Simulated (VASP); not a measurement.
# MgO (Cm) in VASP: a series of runs, part 2 of 2

VASP 6.6.1. Earlier steps stand in the parts before.

## Step 3: Single point, PBEsol (atom 1 (Mg) moved by -0.106 Å along [1 1 0] and -0.530 Å along [0 0 1])

INCAR reads:

```
SYSTEM = MgO
  PREC = Accurate
  ENCUT = 520
  EDIFF = 1E-7
  ISMEAR = 0
  SIGMA = 0.05
  LREAL = .FALSE.
  LASPH = .TRUE.
  NELM = 100
  ALGO = Normal
  ISIF = 2
  LWAVE = .FALSE.
  LCHARG = .FALSE.
  GGA = PS
  NBANDS = 26
```

KPOINTS reads:

```
Automatic mesh
0
G
  6 6 6
  0 0 0
```

POSCAR reads:

```
MgO
1.0
    4.2149416169      0.0000000000      0.0000000000
    0.0000000000     -4.2149416169      0.0000000000
    0.0000000000      0.0000000000     -4.2149416169
Mg O
4 4
Direct
   -0.0177827656      0.0177827656      0.1257431415
    0.5000000000      0.5000000000      0.0000000000
    0.5000000000      0.0000000000      0.5000000000
    0.0000000000      0.5000000000      0.5000000000
    0.5000000000      0.0000000000      0.0000000000
    0.0000000000      0.5000000000      0.0000000000
    0.0000000000      0.0000000000      0.5000000000
    0.5000000000      0.5000000000      0.5000000000
```

Potentials or basis: VASP PAW PBE potentials, release 64 (Mg, O).

Launch:

```console
cat potpaw_PBE.64/Mg/POTCAR potpaw_PBE.64/O/POTCAR > POTCAR
mpirun -np 1 vasp_std > vasp.out
```

OUTCAR:

```text
SYSTEM = MgO
   PREC = Accurate
   ENCUT = 520
   EDIFF = 1E-7
   ISMEAR = 0
   LREAL = .FALSE.
   LASPH = .TRUE.
   NELM = 100
   ISIF = 2
   GGA = PS

 ion  position               nearest neighbor table
   1  0.982  0.018  0.126-   7 1.58   6 2.10   5 2.10   5 2.25   6 2.25   3 2.57   4 2.57   7 2.64
                             4 2.69   3 2.69   2 2.92   2 3.03   2 3.03   2 3.13   3 3.33   4 3.33
   2  0.500  0.500  0.000-   5 2.11   6 2.11   8 2.11   8 2.11   5 2.11   6 2.11   1 2.92   4 2.98
                             4 2.98   3 2.98   3 2.98   3 2.98   4 2.98   3 2.98   4 2.98   1 3.03
   3  0.500  0.000  0.500-   5 2.11   7 2.11   8 2.11   5 2.11   8 2.11   7 2.11   1 2.57   1 2.69
                             2 2.98   4 2.98   2 2.98   2 2.98   2 2.98   4 2.98   4 2.98   4 2.98
   4  0.000  0.500  0.500-   6 2.11   7 2.11   8 2.11   6 2.11   7 2.11   8 2.11   1 2.57   1 2.69
                             3 2.98   3 2.98   2 2.98   2 2.98   3 2.98   2 2.98   2 2.98   3 2.98
   5  0.500  0.000  0.000-   1 2.10   2 2.11   3 2.11   3 2.11   2 2.11   1 2.25
   6  0.000  0.500  0.000-   1 2.10   2 2.11   4 2.11   4 2.11   2 2.11   1 2.25
   7  0.000  0.000  0.500-   1 1.58   3 2.11   4 2.11   4 2.11   3 2.11   1 2.64
   8  0.500  0.500  0.500-   2 2.11   3 2.11   4 2.11   2 2.11   3 2.11   4 2.11

  LATTYP: Found a simple cubic cell.
 ALAT       =     4.2149416169

  Lattice vectors:

 A1 = (   4.2149416169,   0.0000000000,   0.0000000000)
 A2 = (   0.0000000000,  -4.2149416169,   0.0000000000)
 A3 = (   0.0000000000,   0.0000000000,  -4.2149416169)

Analysis of symmetry for initial positions (statically):
=====================================================================
 Subroutine PRICEL returns:
 Original cell was already a primitive cell.

 Routine SETGRP: Setting up the symmetry group for a
 simple cubic supercell.

 Subroutine GETGRP returns: Found  2 space group operations
 (whereof  2 operations were pure point group operations)
 out of a pool of 48 trial point group operations.

The static configuration has the point symmetry C_1h.

[... 146 lines left out ...]
  Fermi-wavevector in a.u.,A,eV,Ry     =   1.233105  2.330230 20.688298  1.520547
  Thomas-Fermi vector in A             =   2.367848
   LORBIT       =      0    0 simple, 1 ext, 2 COOP (PROOUT), +10 PAW based schemes
   GGA     = PS    functional components
   LHFCALC =     F    Hartree Fock is set to
   AEXX    =    0.0000 exact exchange contribution
   IVDW    =     0    specifies the selected vdW correction
   LEPSILON=     F    determine dielectric tensor
   LRPA    =     F    only Hartree local field effects (RPA)
 non-spin polarized calculation
 Gauss-broadening in eV      SIGMA  =   0.05
  energy-cutoff  :      520.00
  volume of cell :       74.88
 maximum number of plane-waves:      2040
   NGX = 15   NGY = 15   NGZ = 15

 number of electron      31.9999986 magnetization

 Free energy of the ion-electron system (eV)
  ---------------------------------------------------
  ext. energy  EPLUGINS =         0.00000000
  ---------------------------------------------------
  free energy    TOTEN  =       -47.69681326 eV

  energy without entropy =      -47.69681326  energy(sigma->0) =      -47.69681326

 E-fermi :   3.3191     XC(G=0): -11.2639

 val. band max:        3.0216636263   @ k =   0.0000   0.0000   0.0000
 cond. band min:       7.5344080295   @ k =   0.0000   0.0000   0.0000
 fundamental gap:      4.5127444032
 Fermi energy:         3.3190755168

 k-point     1 :       0.0000    0.0000    0.0000
  band No.  band energies     occupation
      1     -14.2443      2.00000
      2     -12.9187      2.00000
      3     -12.5719      2.00000
      4     -12.3973      2.00000
      5      -1.1716      2.00000
      6      -1.1644      2.00000
[... 685 lines left out ...]
     25      15.4315      0.00000
     26      16.3165      0.00000

 [... further k-points ...]
[... 5 lines left out ...]
  --------------------------------------------------------------------------------------
  -------------------------------------------------------------------------------------
  Total        0.4541751      0.4541751     15.2107324      0.0114680     -0.4784918     -0.4784931
  in kB        9.7176036      9.7176036    325.4513062      0.2453707    -10.2378874    -10.2379153
  external PRESSURE =     114.9621712 kB  Pullay stress =       0.0000000 kB

 VOLUME and BASIS-vectors are now :
 -----------------------------------------------------------------------------
  energy-cutoff  :      520.00
  volume of cell :       74.88
      direct lattice vectors                 reciprocal lattice vectors
     4.214941617  0.000000000  0.000000000     0.237251210  0.000000000  0.000000000
     0.000000000 -4.214941617  0.000000000     0.000000000 -0.237251210  0.000000000
     0.000000000  0.000000000 -4.214941617     0.000000000  0.000000000 -0.237251210

 POSITION                                       TOTAL-FORCE (eV/Angst)
 -----------------------------------------------------------------------------------
      4.13999     -0.07495     -0.53000         0.213173      0.213173     12.947241
      2.10747     -2.10747      0.00000        -0.167564     -0.167564      0.352849
      2.10747      0.00000     -2.10747        -0.332606      0.087879     -1.402488
      0.00000     -2.10747     -2.10747         0.087879     -0.332606     -1.402488
      2.10747      0.00000      0.00000        -0.035607     -0.107160     -0.868357
      0.00000     -2.10747      0.00000        -0.107160     -0.035607     -0.868357
      0.00000      0.00000     -2.10747         0.305769      0.305769     -8.904687
      2.10747     -2.10747     -2.10747         0.036116      0.036116      0.146286
 -----------------------------------------------------------------------------------
    total drift:                                0.000079      0.000079      0.000018

  FREE ENERGIE OF THE ION-ELECTRON SYSTEM (eV)
  ---------------------------------------------------
  free  energy   TOTEN  =       -47.6968132632 eV

  energy  without entropy=      -47.6968132632  energy(sigma->0) =      -47.69681326
```

OSZICAR:

```text
N       E                     dE             d eps       ncg     rms          rms(c)
DAV:   1     0.146994922943E+03    0.14699E+03   -0.15653E+04  3544   0.112E+03
DAV:   2    -0.442773752789E+02   -0.19127E+03   -0.18221E+03  4710   0.246E+02
DAV:   3    -0.537543991397E+02   -0.94770E+01   -0.94344E+01  4464   0.553E+01
DAV:   4    -0.538064346267E+02   -0.52035E-01   -0.52013E-01  3992   0.469E+00
DAV:   5    -0.538066721248E+02   -0.23750E-03   -0.23748E-03  4202   0.320E-01    0.140E+01
DAV:   6    -0.478660691575E+02    0.59406E+01   -0.18458E+01  3726   0.270E+01    0.446E+00
DAV:   7    -0.477615845349E+02    0.10448E+00   -0.30406E-01  3596   0.401E+00    0.271E+00
DAV:   8    -0.476982696644E+02    0.63315E-01   -0.10660E-01  3858   0.306E+00    0.356E-01
DAV:   9    -0.476967670916E+02    0.15026E-02   -0.82300E-03  4426   0.624E-01    0.166E-01
DAV:  10    -0.476968041940E+02   -0.37102E-04   -0.18299E-03  3830   0.287E-01    0.687E-02
DAV:  11    -0.476968077031E+02   -0.35091E-05   -0.21974E-04  4052   0.125E-01    0.185E-02
DAV:  12    -0.476968132947E+02   -0.55916E-05   -0.40627E-05  3892   0.462E-02    0.920E-03
DAV:  13    -0.476968132198E+02    0.74884E-07   -0.26760E-06  4404   0.131E-02    0.331E-03
DAV:  14    -0.476968132632E+02   -0.43467E-07   -0.61699E-07  4248   0.765E-03
   1 F= -.47696813E+02 E0= -.47696813E+02  d E =-.593333E-19
```

stdout:

```text
POSCAR found type information on POSCAR MgO
 POSCAR found :  2 types and       8 ions
 scaLAPACK will be used
 -----------------------------------------------------------------------------
|                                                                             |
|                                                                             |
|     You enforced a specific xc type in the INCAR file but a different       |
|     I HOPE YOU KNOW WHAT YOU ARE DOING!                                     |
|                                                                             |
 -----------------------------------------------------------------------------

 LDA part: xc-table for (Slater+PW92), standard interpolation
 POSCAR, INCAR and KPOINTS ok, starting setup
 FFT: planning ... GRIDC
 FFT: planning ... GRID_SOFT
 FFT: planning ... GRID
 WAVECAR not read
 entering main loop
```

Run time: 54 s. Hardware: 1 thread of AMD EPYC 9R45 (Zen 5), shared host; peak memory 0.21 GiB.

Results:

- Free energy: -47.6968 eV
- Pressure: 11.5 GPa
- Largest force: 12.951 eV/Å
- Band gap on the k mesh: 4.51 eV, direct

Forces in eV/Å, atoms in the order of the input:
```
Mg   0.213  0.213 12.947
Mg  -0.168 -0.168  0.353
Mg  -0.333  0.088 -1.402
Mg   0.088 -0.333 -1.402
O   -0.036 -0.107 -0.868
O   -0.107 -0.036 -0.868
O    0.306  0.306 -8.905
O    0.036  0.036  0.146
```

Stress tensor (GPa, compression positive):
```
 0.97  0.02 -1.02
 0.02  0.97 -1.02
-1.02 -1.02 32.55
```

Caveat: the cell differs from its parent crystal (atom 1 (Mg) moved by -0.106 Å along [1 1 0] and -0.530 Å along [0 0 1]); the PAW data sets were made with another functional, which shifts forces and pressure a little.

## Step 4: Single point, PBEsol (atom 1 (Mg) moved by -0.106 Å along [1 1 0] and -0.318 Å along [0 0 1])

INCAR reads:

```
PREC = Accurate
ENCUT = 520
EDIFF = 1E-6
ISMEAR = 0
SIGMA = 0.05
LREAL = F
LASPH = T
NELM = 100
ALGO = Normal
ISIF = 2
LWAVE = F
LCHARG = T
GGA = PS
LELF = T
LVHAR = T
NBANDS = 26
```

KPOINTS reads:

```
Automatic mesh
0
Gamma
  6 6 6
```

POSCAR, as its differences from that of step 3:

```diff
@@ -8,3 +8,3 @@
 Direct
-   -0.0177827656      0.0177827656      0.1257431415
+   -0.0177827656      0.0177827656      0.0754458849
     0.5000000000      0.5000000000      0.0000000000
```

Launch:

```console
cat potpaw_PBE.64/Mg/POTCAR potpaw_PBE.64/O/POTCAR > POTCAR
mpirun -np 1 vasp_std > vasp.out
```

Wall time 52 s (1 thread of AMD EPYC 9R45 (Zen 5), shared host); peak memory 0.21 GiB.

Results (log left out):

```
Free energy            : -49.4021 eV
Pressure               : 3.1 GPa
Largest force          : 4.548 eV/Å
Band gap on the k mesh : 4.59 eV, direct
```

Forces in eV/Å, atoms in the order of the input:
```
Mg   0.600  0.600  4.468
Mg  -0.184 -0.184  0.232
Mg  -0.240  0.068 -0.828
Mg   0.068 -0.240 -0.828
O   -0.140 -0.107 -0.481
O   -0.107 -0.140 -0.481
O   -0.023 -0.023 -2.172
O    0.027  0.027  0.092
```

Stress tensor (GPa, compression positive):
```
 0.16  0.00 -0.19
 0.00  0.16 -0.19
-0.19 -0.19  9.04
```

Levels at points of the mesh, in eV from the valence-band top:
```csv
k point,band 12,band 13,band 14,band 15,band 16,band 17,band 18,band 19,band 20,band 21
"(0.00, 0.00, 0.00)",-1.32,-1.31,-0.03,-0.01,0.00,4.59,8.85,8.97,8.98,9.66
"(0.50, 0.00, 0.00)",-1.73,-0.80,-0.74,-0.73,-0.72,7.92,7.99,10.68,10.92,11.21
"(0.00, 0.00, 0.50)",-1.77,-0.86,-0.85,-0.65,-0.64,7.70,8.06,10.51,11.16,11.17
"(0.50, 0.50, 0.00)",-1.94,-0.76,-0.76,-0.60,-0.50,9.23,9.32,9.36,9.41,11.25
"(0.00, 0.50, 0.50)",-1.87,-0.73,-0.66,-0.64,-0.60,9.10,9.20,9.43,9.56,11.16
"(0.50, 0.50, 0.50)",-0.65,-0.65,-0.62,-0.59,-0.50,7.64,7.70,7.78,7.79,12.20
```

Caveat: the cell differs from its parent crystal (atom 1 (Mg) moved by -0.106 Å along [1 1 0] and -0.318 Å along [0 0 1]); the PAW data sets were made with another functional, which shifts forces and pressure a little.
